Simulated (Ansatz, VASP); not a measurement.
# Hf: VASP beside Ansatz

Contents of INCAR:

```
SYSTEM = Hf
  PREC = Accurate
  ENCUT = 520
  EDIFF = 1E-6
  ISMEAR = -1
  SIGMA = 0.03
  LREAL = .FALSE.
  LASPH = .TRUE.
  NELM = 80
  ALGO = Normal
  ISIF = 2
  LWAVE = .FALSE.
  LCHARG = .FALSE.
  GGA = PE
  NBANDS = 17
```

The input KPOINTS:

```
Automatic mesh
0
G
  11 11 6
  0 0 0
```

The input POSCAR:

```
Hf
1.0
    3.2045059552      0.0000000000      0.0000000000
   -1.6022529776      2.7751835638      0.0000000000
    0.0000000000      0.0000000000      5.0738215932
Hf
2
Direct
    0.3333333333      0.6666666667      0.2500000000
    0.6666666667      0.3333333333      0.7500000000
```

Input for Ansatz:

```yaml
crystal:
  lattice:
    - [3.2045059552, 0.0, 0.0]
    - [-1.6022529776, 2.7751835638, 0.0]
    - [0.0, 0.0, 5.0738215932]
  atoms:
    - { symbol: Hf, position: [0.3333333333, 0.6666666667, 0.25] }
    - { symbol: Hf, position: [0.6666666667, 0.3333333333, 0.75] }
hamiltonian:
  xc: pbe
  pseudopotentials:
    kind: paw
    azcp:
      Hf: "pseudopotentials/Hf.paw.azcp"
basis:
  ecutwfc: 420
  fft_grid_basis: typed
kpoints:
  mp_grid: { grid: [11, 11, 6], shift: [0, 0, 0] }
magnetization:
  spin_polarized: false
scf:
  occupations: { method: fermi_dirac, width: 0.03 }
  lower_state_search: "off"
output:
  stress: true
```

Alike in both runs: task single point; functional PBE; k mesh 11 × 11 × 6; occupations fermi-dirac, width 0.03 eV; no spin polarisation.

```csv
,VASP,Ansatz
version,VASP 6.6.1,Ansatz 0.2.0
potentials or method,"VASP PAW PBE potentials, release 64 (Hf_pv), cutoff 520 eV","plane waves (420 eV) with PAW, scalar-relativistic"
valence electrons in the cell,20,52
```

VASP gave:

| Quantity | Value |
| --- | --- |
| pressure (GPa) | -0.4 |
| traceless stress, the component that is largest in VASP (GPa) | 0.05 |

Problem. Which values does Ansatz return?

Solution. Pressure (GPa): 0.1; traceless stress, the component that is largest in VASP (GPa): 0.12.

With one functional, cell and mesh, what is left measures potentials, basis and numerics. VASP's potentials hold 20 valence electrons a cell and Ansatz's 52, so a difference there can come from the potentials and not from the codes.

Neither program's run includes spin-orbit coupling.
